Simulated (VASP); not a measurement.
Runs of VASP 6.6.1 on Rh. The structure is that of space group Fm-3m (No. 225), or close to it. The cells are those of the table. 

```csv
task,cell,k mesh,cutoff (eV),gap on the mesh (eV),pressure (GPa)
relaxation of cell and atoms,"relaxed from a = 2.750 Å, angles 60.0°, 1 atom",8 × 8 × 8,600,none,-0.4
single point,"a = 2.708 Å, angles 60.0°, 1 atom",18 × 18 × 18,520,none,0.0
single point,"a = 2.711 Å, angles 60.0°, 1 atom",8 × 8 × 8,520,none,0.2
single point,"a = 2.750 Å, angles 60.0°, 1 atom",8 × 8 × 8,520,none,(a)
```

Alike in all rows: level PBE; potentials or basis VASP PAW PBE potentials, release 64 (Rh_pv); no spin polarisation; smearing gaussian 0.1 eV.

Q: Estimate the missing entries.

A: (a) -9.7.

A k mesh can miss the band edges, and the runs leave out spin-orbit coupling on Rh.

A gap of «none» marks levels without a gap at the run's occupations.
